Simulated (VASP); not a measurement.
# CoPdO2 (R-3m) in VASP: settings compared

CoPdO2 is run at these levels: PBEsol, PBE; tasks: single point.

Everything below comes from runs of VASP 6.6.1. Logs are shortened: lines on timing, memory, paths and dates and some standing lists are left out, and cuts for length are marked.

### Step 1. The cell of the first run

The structure is trigonal, space group R-3m (No. 166). Conventional cell: a = 2.882 Å, b = 2.882 Å, c = 17.992 Å, α = 90.00°, β = 90.00°, γ = 120.00°. Within 2.7 Å of Pd (site symmetry -3m) lie 2 O at 2.02 Å. Co (site symmetry -3m) has 6 O at 1.93 Å within 2.6 Å. Within 2.6 Å of O (site symmetry 3m) lie 3 Co at 1.93 Å and 1 Pd at 2.02 Å and 3 O at 2.56 Å.

### Step 2. Single point, PBEsol, collinear spin, ferromagnetic start

Contents of INCAR:

```
SYSTEM = CoPdO2
  PREC = Accurate
  ENCUT = 520
  EDIFF = 1E-6
  ISMEAR = -1
  SIGMA = 0.05
  LREAL = .False.
  LASPH = .True.
  NELM = 150
  ALGO = Normal
  ISIF = 2
  LWAVE = .False.
  LCHARG = .True.
  ISPIN = 2
  MAGMOM = 0 2 0 0
  LORBIT = 11
  LMAXMIX = 4
  GGA = PS
  LELF = .True.
  LVHAR = .True.
  NBANDS = 28
```

Contents of KPOINTS:

```
regular mesh
0
Gamma
  11 11 11
  0 0 0
```

Contents of POSCAR:

```
CoPdO2
1.0
    1.4411715738      0.8320607961      5.9972281671
   -1.4411715738      0.8320607961      5.9972281671
    0.0000000000     -1.6641215921      5.9972281671
Pd Co O
1 1 2
Direct
    0.0000000000      0.0000000000      0.0000000000
    0.5000000000      0.5000000000      0.5000000000
    0.1124760000      0.1124760000      0.1124760000
    0.8875240000      0.8875240000      0.8875240000
```

Potentials or basis: VASP PAW PBE potentials, release 64 (Pd, Co, O).

On the command line:

```console
cat potpaw_PBE.64/Pd/POTCAR potpaw_PBE.64/Co/POTCAR potpaw_PBE.64/O/POTCAR > POTCAR
mpirun -np 1 vasp_std > vasp.out
```

OUTCAR:

```text
SYSTEM = CoPdO2
   PREC = Accurate
   ENCUT = 520
   EDIFF = 1E-6
   ISMEAR = -1
   LREAL = .False.
   LASPH = .True.
   NELM = 150
   ISIF = 2
   ISPIN = 2
   LORBIT = 11
   GGA = PS

 ion  position               nearest neighbor table
   1  0.000  0.000  0.000-   3 2.02   4 2.02
   2  0.500  0.500  0.500-   3 1.93   4 1.93   3 1.93   3 1.93   4 1.93   4 1.93
   3  0.112  0.112  0.112-   2 1.93   2 1.93   2 1.93   1 2.02
   4  0.888  0.888  0.888-   2 1.93   2 1.93   2 1.93   1 2.02

  LATTYP: Found a trigonal (rhomboedric) cell.
 ALAT       =     6.2238289149
 COS(alpha) =     0.8927626487

  Lattice vectors:

 A1 = (   1.4411715738,   0.8320607961,   5.9972281671)
 A2 = (  -1.4411715738,   0.8320607961,   5.9972281671)
 A3 = (   0.0000000000,  -1.6641215921,   5.9972281671)

Analysis of symmetry for initial positions (statically):
=====================================================================
 Subroutine PRICEL returns:
 Original cell was already a primitive cell.

 Routine SETGRP: Setting up the symmetry group for a
 trigonal (rhombohedral) supercell.

 Subroutine GETGRP returns: Found 12 space group operations
 (whereof 12 operations were pure point group operations)
 out of a pool of 12 trial point group operations.

The static configuration has the point symmetry D_3d.

Analysis of symmetry for dynamics (positions and initial velocities):
=====================================================================
 Subroutine PRICEL returns:
 Original cell was already a primitive cell.

 Routine SETGRP: Setting up the symmetry group for a
 trigonal (rhombohedral) supercell.

 Subroutine GETGRP returns: Found 12 space group operations
 (whereof 12 operations were pure point group operations)
 out of a pool of 12 trial point group operations.

The dynamic configuration has the point symmetry D_3d.

Analysis of structural, dynamic, and magnetic symmetry:
=====================================================================
 Subroutine PRICEL returns:
 Original cell was already a primitive cell.

 Routine SETGRP: Setting up the symmetry group for a
 trigonal (rhombohedral) supercell.

 Subroutine GETGRP returns: Found 12 space group operations
 (whereof 12 operations were pure point group operations)
 out of a pool of 12 trial point group operations.

The overall configuration has the point symmetry D_3d.

 Subroutine INISYM returns: Found 12 space group operations
 (whereof 12 operations are pure point group operations),
 and found     1 'primitive' translations

----------------------------------------------------------------------------------------

                                     Primitive cell

  volume of cell :      43.1492

  direct lattice vectors                    reciprocal lattice vectors
     1.441171574  0.832060796  5.997228167     0.346939954  0.200305876  0.055581233
    -1.441171574  0.832060796  5.997228167    -0.346939954  0.200305876  0.055581233
     0.000000000 -1.664121592  5.997228167     0.000000000 -0.400611752  0.055581233

  length of vectors
     6.223828915  6.223828915  6.223828915     0.404449069  0.404449069  0.404449069

  position of ions in fractional coordinates (direct lattice)
     0.000000000  0.000000000  0.000000000
     0.500000000  0.500000000  0.500000000
     0.112476000  0.112476000  0.112476000
     0.887524000  0.887524000  0.887524000

  ion indices of the primitive-cell ions
   primitive index   ion index
                 1           1
                 2           2
                 3           3
                 4           4

----------------------------------------------------------------------------------------

 KPOINTS: regular mesh

Automatic generation of k-mesh.
 Grid dimensions read from file:
 generate k-points for:   11   11   11

 Generating k-lattice:

  Cartesian coordinates                     Fractional coordinates (reciprocal lattice)
     0.031539996  0.018209625  0.005052839     0.090909091 -0.000000000  0.000000000
    -0.031539996  0.018209625  0.005052839    -0.000000000  0.090909091  0.000000000
     0.000000000 -0.036419250  0.005052839     0.000000000  0.000000000  0.090909091

  Length of vectors
     0.036768097  0.036768097  0.036768097

  Shift w.r.t. Gamma in fractional coordinates (k-lattice)
     0.000000000  0.000000000  0.000000000

 Subroutine IBZKPT returns following result:
 ===========================================

 Found    146 irreducible k-points:

 Following reciprocal coordinates:
            Coordinates               Weight
  0.000000  0.000000  0.000000      1.000000
  0.090909  0.000000  0.000000      6.000000
  0.181818 -0.000000 -0.000000      6.000000
  0.272727  0.000000 -0.000000      6.000000
  0.363636  0.000000  0.000000      6.000000
  0.454545  0.000000  0.000000      6.000000
[... 16 lines left out ...]
 -0.272727  0.181818  0.000000     12.000000
 -0.181818  0.181818  0.000000      6.000000
 [... further k-points ...]
   k-points           NKPTS =    146   k-points in BZ     NKDIM =    146   number of bands    NBANDS=     28
   number of dos      NEDOS =    301   number of ions     NIONS =      4
   total plane-waves  NPLWV = 110592
   dimension x,y,z NGX =    48 NGY =   48 NGZ =   48
   dimension x,y,z NGXF=    96 NGYF=   96 NGZF=   96
   ions per type =               1   1   2
   NGX,Y,Z   is equivalent  to a cutoff of  12.82, 12.82, 12.82 a.u.
   NGXF,Y,Z  is equivalent  to a cutoff of  25.64, 25.64, 25.64 a.u.
 SYSTEM =  CoPdO2
   PREC   = accura    normal or accurate (medium, high low for compatibility)
   ISTART =      0    job   : 0-new  1-cont  2-samecut
   ICHARG =      2    charge: 1-file 2-atom 10-const
   ISPIN  =      2    spin polarized calculation?
   LNONCOLLINEAR =      F non collinear calculations
   LSORBIT =      F    spin-orbit coupling
   LASPH  =      T    aspherical Exc in radial PAW
   ENCUT  =  520.0 eV  38.22 Ry    6.18 a.u.  11.57 11.57 11.57*2*pi/ulx,y,z
   NELM   =    150;   NELMIN=  2; NELMDL= -5     # of ELM steps
   EDIFF  = 0.1E-05   stopping-criterion for ELM
   LREAL  =      F    real-space projection
   EDIFFG = 0.1E-04   stopping-criterion for IOM
   NSW    =      0    number of steps for IOM
   IBRION =     -1    ionic relax: 0-MD 1-quasi-New 2-CG
   NFREE  =      0    steps in history (QN), initial steepest desc. (CG)
   ISIF   =      2    stress and relaxation
   ISYM   =      2    0-nonsym 1-usesym 2-fastsym
   POTIM  = 0.5000    time-step for ionic-motion
   TEBEG  =    0.0;   TEEND  =   0.0 temperature during run
   PSTRESS=    0.0 pullay stress
   NELECT =      31.0000    total number of electrons
   NUPDOWN=      -1.0000    fix difference up-down
   EMIN   =  10.00;   EMAX   =-10.00  energy-range for DOS
   EFERMI =   0.00;   METHOD = LEGACY
   ISMEAR =    -1;   SIGMA  =   0.05  broadening in eV -4-tet -1-fermi 0-gaus
   EFERMI_NEDOS =   21; number of points for ismear=-14 and -15
   IALGO  =     38    algorithm
   IMIX   =      4    mixing-type and parameters
     AMIX     =   0.40;   BMIX     =  1.00
     AMIX_MAG =   1.60;   BMIX_MAG =  1.00
  volume/ion in A,a.u.               =      10.79        72.80
  Fermi-wavevector in a.u.,A,eV,Ry     =   1.466238  2.770788 29.250547  2.149855
  Thomas-Fermi vector in A             =   2.582000
   LORBIT       =     11    0 simple, 1 ext, 2 COOP (PROOUT), +10 PAW based schemes
   GGA     = PS    functional components
   LHFCALC =     F    Hartree Fock is set to
   AEXX    =    0.0000 exact exchange contribution
   IVDW    =     0    specifies the selected vdW correction
   LEPSILON=     F    determine dielectric tensor
   LRPA    =     F    only Hartree local field effects (RPA)
 spin polarized calculation
  energy-cutoff  :      520.00
  volume of cell :       43.15
 maximum number of plane-waves:      1189
   NGX = 23   NGY = 23   NGZ = 23

 number of electron      30.9999997 magnetization       0.0108384

 number of electron      30.9999997 magnetization      -0.0003422

 Free energy of the ion-electron system (eV)
  ---------------------------------------------------
  ext. energy  EPLUGINS =         0.00000000
  ---------------------------------------------------
  free energy    TOTEN  =       -27.64223879 eV

  energy without entropy =      -27.63869681  energy(sigma->0) =      -27.64046780

 E-fermi :   6.8992     XC(G=0): -12.4620

 val. band max:        6.7725167243   @ k =  -0.1818   0.1818   0.0000
 cond. band min:       7.0381164077   @ k =   0.4545   0.4545   0.0000
 fundamental gap:      0.2655996834
 Fermi energy:         6.8992269147

 spin component 1

 k-point     1 :       0.0000    0.0000    0.0000
  band No.  band energies     occupation
      1     -13.5288      1.00000
      2     -11.7453      1.00000
      3      -1.2232      1.00000
      4       1.1809      1.00000
      5       1.1809      1.00000
      6       2.1963      1.00000
[... 19 lines left out ...]
     26      25.7022      0.00000
     27      28.1285      0.00000
[... 667 lines left out ...]
      5       1.1832      1.00000
      6       1.6362      1.00000
[... 19 lines left out ...]
     26      24.4912      0.00000
     27      25.1211      0.00000

 [... further k-points ...]

 spin component 2

 k-point     1 :       0.0000    0.0000    0.0000
  band No.  band energies     occupation
      1     -13.5288      1.00000
      2     -11.7454      1.00000
      3      -1.2232      1.00000
      4       1.1807      1.00000
      5       1.1807      1.00000
      6       2.1961      1.00000
[... 19 lines left out ...]
     26      25.7020      0.00000
     27      28.1284      0.00000
[... 667 lines left out ...]
      5       1.1830      1.00000
      6       1.6361      1.00000
[... 19 lines left out ...]
     26      24.4911      0.00000
     27      25.1210      0.00000

 [... further k-points ...]

 [bands above 27 left out]

------------------------ aborting loop because EDIFF is reached ----------------------------------------

  FORCE on cell =-STRESS in cart. coord.  units (eV):
  Direction    XX          YY          ZZ          XY          YZ          ZX
  --------------------------------------------------------------------------------------
  -------------------------------------------------------------------------------------
  Total       -3.5413584     -3.5413584     -4.4077065      0.0000000     -0.0000000      0.0000000
  in kB     -131.4945927   -131.4945927   -163.6630663      0.0000000     -0.0000000      0.0000000
  external PRESSURE =    -142.2174172 kB  Pullay stress =       0.0000000 kB

 VOLUME and BASIS-vectors are now :
 -----------------------------------------------------------------------------
  energy-cutoff  :      520.00
  volume of cell :       43.15
      direct lattice vectors                 reciprocal lattice vectors
     1.441171574  0.832060796  5.997228167     0.346939954  0.200305876  0.055581233
    -1.441171574  0.832060796  5.997228167    -0.346939954  0.200305876  0.055581233
     0.000000000 -1.664121592  5.997228167     0.000000000 -0.400611752  0.055581233

 POSITION                                       TOTAL-FORCE (eV/Angst)
 -----------------------------------------------------------------------------------
      0.00000      0.00000      0.00000         0.000000      0.000000     -0.000000
      0.00000      0.00000      8.99584         0.000000      0.000000      0.000000
      0.00000      0.00000      2.02363         0.000000      0.000000      0.258952
      0.00000      0.00000     15.96805         0.000000     -0.000000     -0.258952
 -----------------------------------------------------------------------------------
    total drift:                                0.000000      0.000000     -0.000000

  FREE ENERGIE OF THE ION-ELECTRON SYSTEM (eV)
  ---------------------------------------------------
  free  energy   TOTEN  =       -27.6422387896 eV

  energy  without entropy=      -27.6386968072  energy(sigma->0) =      -27.64046780

 total charge

# of ion       s       p       d       tot
------------------------------------------
    1        0.449   0.431   8.423   9.302
    2        0.412   0.615   7.293   8.320
    3        1.554   3.392   0.000   4.946
    4        1.554   3.392   0.000   4.946
--------------------------------------------------
tot          3.968   7.830  15.715  27.514

 magnetization (x)

# of ion       s       p       d       tot
------------------------------------------
    1       -0.000   0.000   0.000   0.000
    2        0.000   0.000  -0.000  -0.000
    3       -0.000   0.000   0.000   0.000
    4       -0.000   0.000   0.000   0.000
--------------------------------------------------
tot         -0.000   0.000  -0.000  -0.000
```

Run time: 10 min. Hardware: 1 thread of Intel Xeon 6975P-C (Granite Rapids), shared host; peak memory 0.6 GiB.

Results:

```
Free energy                                           : -27.6422 eV
Pressure                                              : -14.2 GPa
Largest force                                         : 0.259 eV/Å
Net moment                                            : 0.00 μB per cell
Valence electrons inside the program's atomic spheres : Pd 9.30; Co 8.32; O 4.95
```

Forces on the atoms (eV/Å):
```
Pd   0.000  0.000  0.000
Co   0.000  0.000  0.000
O    0.000  0.000  0.259
O    0.000  0.000 -0.259
```

Caveat: the cell stands under tension; the PAW data sets were made with another functional, which shifts forces and pressure a little; semilocal functionals often make such compounds metallic where correlation or magnetic order opens a gap, which also shifts bond lengths. With open d or f shells a metallic result of PBEsol can be an artefact of self-interaction; +U or a hybrid may open a gap.

### Step 3. Single point, PBE, collinear spin, zero start

This run uses another cell than the first one, of 10.58 Å³/atom.

Contents of INCAR:

```
ALGO = Normal
EDIFF = 1E-6
ENCUT = 520
GGA = PE
ISIF = 2
ISMEAR = -1
ISPIN = 2
LASPH = True
LCHARG = False
LMAXMIX = 4
LORBIT = 11
LREAL = False
LWAVE = False
MAGMOM = 0 0 0 0
NBANDS = 28
NELM = 150
NUPDOWN = 0.0
PREC = Accurate
SIGMA = 0.05
```

Contents of KPOINTS:

```
k-points
0
Gamma
  9 9 9
```

Contents of POSCAR:

```
CoPdO2
1.0
    1.4316899074      0.8265865534      5.9577715763
   -1.4316899074      0.8265865534      5.9577715763
    0.0000000000     -1.6531731068      5.9577715763
Pd Co O
1 1 2
Direct
    0.0000000000      0.0000000000      0.0000000000
    0.5000000000      0.5000000000      0.5000000000
    0.1124760000      0.1124760000      0.1124760000
    0.8875240000      0.8875240000      0.8875240000
```

Potentials or basis: VASP PAW PBE potentials, release 64 (Pd, Co, O).

On the command line:

```console
cat potpaw_PBE.64/Pd/POTCAR potpaw_PBE.64/Co/POTCAR potpaw_PBE.64/O/POTCAR > POTCAR
mpirun -np 1 vasp_std > vasp.out
```

It took 23 min on 1 thread of Intel Xeon 8259CL, shared host; peak memory 0.51 GiB.

It converged, with:

```
Free energy                                           : -25.6176 eV
Pressure                                              : -0.8 GPa
Largest force                                         : 0.107 eV/Å
Net moment                                            : 0.00 μB per cell
Valence electrons inside the program's atomic spheres : Pd 9.35; Co 8.36; O 4.99
```

Forces in eV/Å, atoms in the order of the input:
```
Pd   0.000  0.000  0.000
Co   0.000  0.000  0.000
O    0.000  0.000  0.107
O    0.000  0.000 -0.107
```

Caveat: the total moment is fixed, so each spin has its own Fermi level.

(Part 1 of 2 ends here.)
